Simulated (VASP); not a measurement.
KCl2: single point with r2SCAN

The system is KCl2.

```
CELL_PARAMETERS angstrom
4.23032 0.00000 0.00000
0.00000 4.23032 0.00000
0.00000 0.00000 5.32868
ATOMIC_POSITIONS crystal
K 0.50000 0.50000 0.00000
Cl 0.00000 0.00000 0.25224
Cl 0.00000 0.00000 0.74776
```

```yaml
Program: VASP 6.6.1
Task: single point
Functional: r2SCAN
Potentials_or_basis: VASP PAW PBE potentials, release 64 (K_sv, Cl)
Cutoff: 520 eV
k_mesh: 12 × 12 × 10
Occupations: gaussian, width 0.1 eV
Spin: no spin polarisation
```

```yaml
Pressure: -0.8 GPa
Largest_force: 0.033 eV/Å
Band_gap_on_the_k_mesh: zero (an odd number of electrons rules out a gap without spin polarisation)
```

Forces on the atoms (eV/Å):
```
K    0.000  0.000  0.000
Cl   0.000  0.000 -0.033
Cl   0.000  0.000  0.033
```

Stress tensor (GPa, compression positive):
```
-0.87  0.00  0.00
 0.00 -0.87  0.00
 0.00  0.00 -0.51
```

Levels at points of the mesh, in eV from the Fermi level:
```csv
k point,band 7,band 8,band 9,band 10,band 11,band 12,band 13,band 14,band 15,band 16
"(0.00, 0.00, 0.00)",-5.40,-2.91,-2.91,-1.58,-1.58,1.29,4.09,5.62,7.83,8.92
"(0.50, 0.00, 0.00)",-5.26,-3.79,-2.99,-1.96,-1.50,1.30,5.92,6.68,7.30,7.96
"(0.50, 0.50, 0.00)",-5.26,-3.46,-3.46,-2.04,-2.04,1.32,5.62,8.18,8.18,9.21
"(0.00, 0.00, 0.50)",-2.50,-2.45,-2.36,-2.36,-2.29,-2.29,5.49,5.81,5.98,8.90
"(0.50, 0.00, 0.50)",-3.07,-2.91,-2.45,-2.40,-2.32,-2.26,6.58,7.48,7.59,7.97
"(0.50, 0.50, 0.50)",-2.94,-2.94,-2.75,-2.75,-2.39,-2.34,6.99,7.98,9.04,9.04
```

Run time: 8.7 min on 1 thread of Intel(R) Xeon(R) Platinum 8259CL CPU @ 2.50GHz (Skylake/Cascade Lake), on a shared host, peak memory 0.38 GiB.

Caveat: the PAW data sets were made with another functional, which shifts forces and pressure a little; an odd number of electrons without spin polarisation forces a metal; a magnetic or distorted state may lie lower.
